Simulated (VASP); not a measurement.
Runs of VASP 6.6.1 on BaRu3. The structure is that of space group Pm-3m (No. 221), or close to it. The cells are those of the table. 

```tsv
cell	gap on the mesh (eV)	pressure (GPa)
a = 4.460 Å, 4 atoms	none	-17.4
a = 4.069 Å, angles 90.0, 89.4, 90.0°, 4 atoms	none	(b)
a = 4.069 Å, 4 atoms	none	5.7
a = 4.306 Å, 4 atoms	none	(a)
a = 4.042 Å, 4 atoms	none	9.2
a = 4.096 Å, 4 atoms	none	2.7
a = 4.014 Å, 4 atoms	none	13.2
a = 4.059 Å, 4 atoms	none	7.0
a = 4.157 Å, 4 atoms	none	-3.0
a = 4.122 Å, 4 atoms	none	-0.1
```

Alike in all rows: task single point; level PBEsol; potentials or basis VASP PAW PBE potentials, release 64 (Ba_sv, Ru_pv); no spin polarisation; k mesh 8 × 8 × 8; cutoff (eV) 520; smearing gaussian 0.05 eV.

Q: Fill in the values left out.

A: (a) -12.2; (b) 5.8.

Caveats: the PAW data sets were made with another functional, which shifts forces and pressure a little; spin-orbit coupling is left out, which moves the levels of the heavy elements; the cell stands under pressure (at least some runs); the cell stands under tension (at least some runs).

A k mesh can miss the band edges, and the runs leave out spin-orbit coupling on Ba, Ru.

A gap of «none» marks levels without a gap at the run's occupations.
